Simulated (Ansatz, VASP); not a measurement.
# One calculation of Mn, two programs

```xyz
4
Lattice="1.2964 -4.0565 0.0000 1.2964 4.0565 0.0000 0.0000 0.0000 4.2015" Properties=species:S:1:pos:R:3 pbc="T T T"
Mn    1.2964    3.1123    4.2016
Mn    1.2964   -0.9442    2.1007
Mn    1.2964   -3.1123   -0.0001
Mn    1.2964    0.9442    2.1008
```

Alike in both runs: functional r2SCAN; k mesh 6 × 6 × 4; occupations gaussian, width 0.1 eV; no spin polarisation.

Ansatz relaxed the structure, and its values are those at the end. VASP's run is a single point on that final structure, the one shown.

|  | VASP | Ansatz |
| --- | --- | --- |
| version | VASP 6.6.1 | Ansatz 0.2.0 |
| potentials or method | VASP PAW PBE potentials, release 64 (Mn_pv), cutoff 520 eV | scalar-relativistic, plane waves, PAW |
| valence electrons in the cell | 52 | 60 |

```tsv
	VASP	Ansatz	Ansatz less VASP
gap on the k mesh at the Fermi level (eV)	none	none	-
pressure (GPa)	4.7	-0.1	-4.81
rms of the force components (eV/Å)	0.665	0.009	-0.6557
```

VASP's potentials were made for PBE, not for r2SCAN. A gap of «none» marks a metal or a gap that the smearing closes. VASP's potentials hold 52 valence electrons a cell and Ansatz's 60, so a difference there can come from the potentials and not from the codes.

The k mesh is coarse, so the values compare programs but aren't converged.
